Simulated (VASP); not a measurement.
# Rh (Fm-3m) in VASP: a series of runs, part 2 of 2

VASP 6.6.1.

### 4 Single point, LDA

This run uses another cell than the first one, of 13.26 Å³/atom.

File INCAR:

```
SYSTEM = Rh
  ALGO = Normal
  EDIFF = 1E-7
  ENCUT = 520
  GGA = CA
  ISIF = 2
  ISMEAR = -1
  LASPH = .TRUE.
  LCHARG = .FALSE.
  LREAL = .FALSE.
  LWAVE = .FALSE.
  NBANDS = 14
  NELM = 100
  PREC = Accurate
  SIGMA = 0.15
```

File KPOINTS:

```
k-points
0
G
  20 20 20
  0 0 0
```

File POSCAR:

```
Rh
1.0
    0.0000000000      1.8787345472      1.8787345472
    1.8787345472      0.0000000000      1.8787345472
    1.8787345472      1.8787345472      0.0000000000
Rh
1
Direct
    0.0000000000      0.0000000000      0.0000000000
```

Potentials or basis: VASP PAW LDA potentials, release 64 (Rh_pv).

The run is started by

```
cat potpaw_LDA.64/Rh_pv/POTCAR > POTCAR
mpirun -np 1 vasp_std > vasp.out
```

OUTCAR:

```text
SYSTEM = Rh
   EDIFF = 1E-7
   ENCUT = 520
   GGA = CA
   ISIF = 2
   ISMEAR = -1
   LASPH = .TRUE.
   LREAL = .FALSE.
   NELM = 100
   PREC = Accurate

 ion  position               nearest neighbor table
   1  0.000  0.000  0.000-

  LATTYP: Found a face centered cubic cell.
 ALAT       =     3.7574690944

  Lattice vectors:

 A1 = (   0.0000000000,   1.8787345472,   1.8787345472)
 A2 = (   1.8787345472,   0.0000000000,   1.8787345472)
 A3 = (   1.8787345472,   1.8787345472,   0.0000000000)

Analysis of symmetry for initial positions (statically):
=====================================================================
 Subroutine PRICEL returns:
 Original cell was already a primitive cell.

 Routine SETGRP: Setting up the symmetry group for a
 face centered cubic supercell.

 Subroutine GETGRP returns: Found 48 space group operations
 (whereof 48 operations were pure point group operations)
 out of a pool of 48 trial point group operations.

The static configuration has the point symmetry O_h .

Analysis of symmetry for dynamics (positions and initial velocities):
=====================================================================
 Subroutine PRICEL returns:
 Original cell was already a primitive cell.

 Routine SETGRP: Setting up the symmetry group for a
 face centered cubic supercell.

 Subroutine GETGRP returns: Found 48 space group operations
 (whereof 48 operations were pure point group operations)
 out of a pool of 48 trial point group operations.

The dynamic configuration has the point symmetry O_h .

 Subroutine INISYM returns: Found 48 space group operations
 (whereof 48 operations are pure point group operations),
 and found     1 'primitive' translations

----------------------------------------------------------------------------------------

[... 113 lines left out ...]
  Thomas-Fermi vector in A             =   2.784852
   LORBIT       =      0    0 simple, 1 ext, 2 COOP (PROOUT), +10 PAW based schemes
   GGA     = CA    functional components
   LHFCALC =     F    Hartree Fock is set to
   AEXX    =    0.0000 exact exchange contribution
   IVDW    =     0    specifies the selected vdW correction
   LEPSILON=     F    determine dielectric tensor
   LRPA    =     F    only Hartree local field effects (RPA)
 non-spin polarized calculation
  energy-cutoff  :      520.00
  volume of cell :       13.26
 maximum number of plane-waves:       369
   NGX =  9   NGY =  9   NGZ =  9

 number of electron      15.0000003 magnetization

 Free energy of the ion-electron system (eV)
  ---------------------------------------------------
  ext. energy  EPLUGINS =         0.00000000
  ---------------------------------------------------
  free energy    TOTEN  =        -8.73001896 eV

  energy without entropy =       -8.63498651  energy(sigma->0) =       -8.68250274

 E-fermi :  12.3773     XC(G=0): -14.5816

 val. band max:       12.3668858978   @ k =   0.3500   0.1000   0.0000
 cond. band min:      12.3829102187   @ k =  -0.3000   0.2500   0.1000
 fundamental gap:      0.0160243208
 Fermi energy:        12.3772555243

 k-point     1 :       0.0000    0.0000    0.0000
  band No.  band energies     occupation
      1     -33.8298      2.00000
      2     -33.8298      2.00000
      3     -33.8298      2.00000
      4       4.0920      2.00000
      5       9.1072      2.00000
      6       9.1072      2.00000
      7       9.1072      2.00000
      8      11.3549      1.99781
      9      11.3549      1.99781
     10      28.3027      0.00000
     11      32.6505      0.00000
     12      33.9136      0.00000
     13      33.9136      0.00000
     14      33.9136      0.00000
[... 377 lines left out ...]
      1     -34.5350      2.00000
      2     -33.9496      2.00000
      3     -33.9215      2.00000
      4       6.1469      2.00000
      5       9.1773      2.00000
      6       9.2675      2.00000
      7      10.6696      1.99998
      8      12.1913      1.55091
      9      12.9853      0.03412
     10      24.0792      0.00000
     11      28.8096      0.00000
     12      32.6514      0.00000
     13      34.4119      0.00000
     14      36.0147      0.00000

 [... further k-points ...]

------------------------ aborting loop because EDIFF is reached ----------------------------------------

  FORCE on cell =-STRESS in cart. coord.  units (eV):
  Direction    XX          YY          ZZ          XY          YZ          ZX
  --------------------------------------------------------------------------------------
  -------------------------------------------------------------------------------------
  Total        0.0754707      0.0754707      0.0754707      0.0000000      0.0000000      0.0000000
  in kB        9.1172266      9.1172266      9.1172266      0.0000000      0.0000000      0.0000000
  external PRESSURE =       9.1172266 kB  Pullay stress =       0.0000000 kB

 VOLUME and BASIS-vectors are now :
 -----------------------------------------------------------------------------
  energy-cutoff  :      520.00
  volume of cell :       13.26
      direct lattice vectors                 reciprocal lattice vectors
     0.000000000  1.878734547  1.878734547    -0.266136587  0.266136587  0.266136587
     1.878734547  0.000000000  1.878734547     0.266136587 -0.266136587  0.266136587
     1.878734547  1.878734547  0.000000000     0.266136587  0.266136587 -0.266136587

 POSITION                                       TOTAL-FORCE (eV/Angst)
 -----------------------------------------------------------------------------------
      0.00000      0.00000      0.00000         0.000000      0.000000     -0.000000
 -----------------------------------------------------------------------------------
    total drift:                                0.000000     -0.000000      0.000000

  FREE ENERGIE OF THE ION-ELECTRON SYSTEM (eV)
  ---------------------------------------------------
  free  energy   TOTEN  =        -8.7300189612 eV

  energy  without entropy=       -8.6349865142  energy(sigma->0) =       -8.68250274
```

stdout:

```text
POSCAR found type information on POSCAR Rh
 POSCAR found :  1 types and       1 ions
 scaLAPACK will be used
 LDA part: xc-table for (Slater(with rela. corr.)+CA(PZ))
 , standard interpolation
 POSCAR, INCAR and KPOINTS ok, starting setup
 FFT: planning ... GRIDC
 FFT: planning ... GRID_SOFT
 FFT: planning ... GRID
 WAVECAR not read
 entering main loop
```

It took 33 s on 1 thread of Intel Xeon 8259CL, shared host; peak memory 0.15 GiB.

Results:

- Free energy: -8.7300 eV
- Pressure: 0.9 GPa
- Band gap on the k mesh: zero (an odd number of electrons rules out a gap without spin polarisation)

Levels at points of the mesh, in eV from the Fermi level:
```tsv
k point	band 5	band 6	band 7	band 8	band 9	band 10
(0.00, 0.00, 0.00)	-3.27	-3.27	-3.27	-1.02	-1.02	15.93
(0.50, 0.00, 0.00)	-3.35	-3.35	0.64	0.64	0.67	8.98
(0.50, 0.50, 0.00)	-6.31	0.62	1.08	1.08	3.26	12.73
```

### 5 Single point, LDA (13.53 Å³/atom)

This run uses another cell than the first one, of 13.53 Å³/atom.

File INCAR:

```
SYSTEM = Rh
ALGO     = Fast           ! electronic algorithm
EDIFF    = 1E-6           ! SCF threshold, eV
ENCUT    = 520            ! plane-wave cutoff, eV
ISIF     = 2              ! what is computed and relaxed
ISMEAR   = -1             ! smearing method
LASPH    = .True.         ! aspherical terms in the spheres
LCHARG   = .True.         ! write CHGCAR
LELF     = .True.         ! ELF
LREAL    = .False.        ! projectors in reciprocal space
LVHAR    = .True.       
LWAVE    = .False.        ! write WAVECAR
NBANDS   = 14             ! bands
NELM     = 80             ! most SCF steps
PREC     = Accurate       ! precision mode
SIGMA    = 0.15           ! smearing width, eV
```

File KPOINTS:

```
k-points
0
Gamma
  20 20 20
  0 0 0
```

File POSCAR:

```
Rh
1.0
    0.0000000000      1.8911768604      1.8911768604
    1.8911768604      0.0000000000      1.8911768604
    1.8911768604      1.8911768604      0.0000000000
Rh
1
Direct
    0.0000000000      0.0000000000      0.0000000000
```

The run is started by

```
cat potpaw_LDA.64/Rh_pv/POTCAR > POTCAR
mpirun -np 1 vasp_std > vasp.out
```

It took 41 s on 1 thread of Intel Xeon 8259CL, shared host; peak memory 0.15 GiB.

The run converged. Its results:

```
Free energy            : -8.7267 eV
Pressure               : -4.9 GPa
Band gap on the k mesh : zero (an odd number of electrons rules out a gap without spin polarisation)
```

Levels at points of the mesh, in eV from the Fermi level:
| k point | band 3 | band 4 | band 5 | band 6 | band 7 | band 8 | band 9 | band 10 | band 11 | band 12 |
| --- | --- | --- | --- | --- | --- | --- | --- | --- | --- | --- |
| (0.00, 0.00, 0.00) | -46.17 | -8.14 | -3.17 | -3.17 | -3.17 | -0.99 | -0.99 | 15.95 | 20.33 | 21.44 |
| (0.50, 0.00, 0.00) | -46.28 | -6.29 | -3.24 | -3.24 | 0.62 | 0.62 | 0.69 | 8.77 | 15.47 | 20.33 |
| (0.50, 0.50, 0.00) | -46.46 | -6.48 | -6.12 | 0.60 | 1.04 | 1.04 | 3.24 | 12.47 | 13.31 | 13.31 |

Caveat: the cell stands under tension.

### 6 Relaxation of cell and atoms, LDA

This run uses another cell than the first one, of 13.22 Å³/atom.

File INCAR:

```
SYSTEM = Rh
PREC     = Accurate       ! precision mode
ENCUT    = 600            ! plane-wave cutoff, eV
EDIFF    = 1E-6           ! SCF threshold, eV
ISMEAR   = -1             ! smearing method
SIGMA    = 0.15           ! smearing width, eV
LREAL    = .False.        ! projectors in reciprocal space
LASPH    = .True.         ! aspherical terms in the spheres
NELM     = 80             ! most SCF steps
ALGO     = Fast           ! electronic algorithm
ISIF     = 3              ! what is computed and relaxed
LWAVE    = .False.        ! write WAVECAR
LCHARG   = .False.        ! write CHGCAR
GGA      = CA             ! functional
IBRION   = 2              ! ionic algorithm
NSW      = 80             ! ionic steps
EDIFFG   = -0.001         ! ionic threshold
```

File KPOINTS:

```
Automatic mesh
0
Gamma
  20 20 20
  0 0 0
```

File POSCAR:

```
Rh
1.0
    0.0000000000      1.8768452935      1.8768452935
    1.8768452935      0.0000000000      1.8768452935
    1.8768452935      1.8768452935      0.0000000000
Rh
1
Direct
    0.0000000000      0.0000000000      0.0000000000
```

Potentials or basis: VASP PAW LDA potentials, release 64 (Rh_pv).

The run is started by

```
cat potpaw_LDA.64/Rh_pv/POTCAR > POTCAR
mpirun -np 1 vasp_std > vasp.out
```

Run time: 2.2 min. Hardware: 1 thread of Intel Xeon 8259CL, shared host; peak memory 0.18 GiB.

Results (log left out):

| Item | Value |
| --- | --- |
| Free energy | -8.7299 eV |
| Relaxed volume | 13.30 Å³/atom |
| Relaxed cell | a = 2.659 Å, b = 2.659 Å, c = 2.659 Å, α = 60.00°, β = 60.00°, γ = 60.00° |
| Space group after relaxing (to 0.1 Å) | Fm-3m (No. 225) |
| Energy gained by relaxing | 0.4 meV/atom |
| Ionic steps | 5 |
| Pressure after relaxing | 0.0 GPa |
| Band gap on the k mesh | zero (an odd number of electrons rules out a gap without spin polarisation) |

The path:
| step | energy change (eV) | largest force (eV/Å) | pressure (GPa) | volume (Å³) |
| --- | --- | --- | --- | --- |
| 1 | 0.0000 | 0.0000 | 2.00 | 13.22 |
| 2 | 0.0038 | 0.0000 | -5.17 | 13.54 |
| 3 | -0.0004 | 0.0000 | 0.11 | 13.30 |
| 4 | -0.0004 | 0.0000 | -0.16 | 13.30 |
| 5 | -0.0004 | 0.0000 | -0.01 | 13.30 |

Final structure:
```cif
data_structure
_symmetry_space_group_name_H-M 'P 1'
_symmetry_Int_Tables_number 1
_cell_length_a 2.6593
_cell_length_b 2.6593
_cell_length_c 2.6593
_cell_angle_alpha 60.000
_cell_angle_beta 60.000
_cell_angle_gamma 60.000
_cell_volume 13.30
loop_
_atom_site_label
_atom_site_type_symbol
_atom_site_fract_x
_atom_site_fract_y
_atom_site_fract_z
_atom_site_occupancy
Rh1 Rh 0.00000 0.00000 0.00000 1
```

Levels at points of the mesh, in eV from the Fermi level:
```
           k point  band 4  band 5  band 6  band 7  band 8  band 9  band 10  band 11
(0.00, 0.00, 0.00)   -8.27   -3.26   -3.26   -3.26   -1.02   -1.02    15.93    21.52
(0.50, 0.00, 0.00)   -6.44   -3.33   -3.33    0.64    0.64    0.67     8.95    15.46
(0.50, 0.50, 0.00)   -6.65   -6.28    0.62    1.07    1.07    3.26    12.69    13.42
```

### 7 Summary

| task | cell | cutoff (eV) | smearing | gap on the mesh (eV) | pressure (GPa) |
| --- | --- | --- | --- | --- | --- |
| single point | a = 2.639 Å, angles 60.0°, 1 atom | 520 | fermi-dirac 0.15 eV | none | 7.6 |
| single point | a = 2.654 Å, angles 60.0°, 1 atom | 520 | gaussian 0.1 eV | none | 0.9 |
| single point | a = 2.657 Å, angles 60.0°, 1 atom | 520 | fermi-dirac 0.15 eV | none | 0.9 |
| single point | a = 2.675 Å, angles 60.0°, 1 atom | 520 | fermi-dirac 0.15 eV | none | -4.9 |
| relaxation of cell and atoms | relaxed from a = 2.654 Å, angles 60.0°, 1 atom | 600 | fermi-dirac 0.15 eV | none | 0.0 |

Alike in all rows: level LDA; potentials or basis VASP PAW LDA potentials, release 64 (Rh_pv); no spin polarisation; k mesh 20 × 20 × 20.

Caveats: the cell stands under pressure (at least some runs); the cell stands under tension (at least some runs).

Total energies depend on the potentials used, so only differences within one code and one set of settings carry meaning.
